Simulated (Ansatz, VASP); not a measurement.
# Two plane-wave programs on CsPbCl3

INCAR

```
ALGO     = Normal         # electronic algorithm
EDIFF    = 1E-6           # SCF threshold, eV
ENCUT    = 520            # plane-wave cutoff, eV
GGA      = PS             # functional
ISIF     = 2              # what is computed and relaxed
ISMEAR   = 1              # smearing method
LASPH    = T              # aspherical terms in the spheres
LCHARG   = F              # write CHGCAR
LREAL    = F              # projectors in reciprocal space
LWAVE    = F              # write WAVECAR
NBANDS   = 30             # bands
NELM     = 100            # most SCF steps
PREC     = Accurate       # precision mode
SIGMA    = 0.0216         # smearing width, eV
```

The input KPOINTS:

```
k-points
0
Gamma
  5 5 5
```

The input POSCAR:

```
CsPbCl3
1.0
    5.6589730000      0.0000000000      0.0000000000
    0.0000000000      5.6589730000      0.0000000000
    0.0000000000      0.0000000000      5.6589730000
Cl Cs Pb
3 1 1
Direct
    0.0000000000      0.5000000000      0.5000000000
    0.5000000000      0.0000000000      0.5000000000
    0.5000000000      0.5000000000      0.0000000000
    0.0000000000      0.0000000000      0.0000000000
    0.5000000000      0.5000000000      0.5000000000
```

Input for Ansatz:

```yaml
crystal:
  lattice:
    - [5.658973, 0.0, 0.0]
    - [0.0, 5.658973, 0.0]
    - [0.0, 0.0, 5.658973]
  atoms:
    - { symbol: Cl, position: [0.0, 0.5, 0.5] }
    - { symbol: Cl, position: [0.5, 0.0, 0.5] }
    - { symbol: Cl, position: [0.5, 0.5, 0.0] }
    - { symbol: Cs, position: [0.0, 0.0, 0.0] }
    - { symbol: Pb, position: [0.5, 0.5, 0.5] }
  symmetry: { tolerance: 0.0003 }
kpoints:
  mp_grid: { grid: [5, 5, 5], shift: [0, 0, 0] }
  band_path:
    path:
      - [0.0, 0.0, 0.0]
      - [0.0, 0.5, 0.0]
      - [0.5, 0.5, 0.0]
      - [0.0, 0.0, 0.0]
      - [0.5, 0.5, 0.5]
      - [0.0, 0.5, 0.0]
    npoints: 10
magnetization:
  spin_polarized: false
scf:
  occupations: { method: methfessel_paxton, width: 0.0216 }
  lower_state_search: "off"
  max_iter: 200
hamiltonian:
  pseudopotentials: { kind: paw }
  xc: pbesol
basis:
  ecutwfc: 420
  fft_grid_basis: typed
output:
  forces: true
  stress: true
  eigenvalues: true
  bader: true
  populations: true
  elf: true
  write_potential: true
  volumetric_format: npy
  dos:
    e_range: [-12, 8]
    de: 0.05
    projected: { site_lists: { Cl: [Cl], Cs: [Cs], Pb: [Pb] } }
checkpoint:
  read: saved_state
```

Alike in both runs: task single point; functional PBEsol; k mesh 5 × 5 × 5; occupations methfessel-paxton of order 1, width 0.0216 eV; no spin polarisation.

|  | VASP | Ansatz |
| --- | --- | --- |
| version | VASP 6.6.1 | Ansatz 0.2.0 |
| potentials or method | VASP PAW PBE potentials, release 64 (Cl, Cs_sv, Pb_d), cutoff 520 eV | PAW plane waves |
| valence electrons in the cell | 44 | 44 |

```tsv
	VASP	Ansatz	Ansatz less VASP
gap on the k mesh at the Fermi level (eV)	2.92	2.92	-0.007
pressure (GPa)	-0.6	-0.5	+0.03
```

VASP's potentials were made for PBE, not for PBEsol.

Spin-orbit coupling is off throughout.
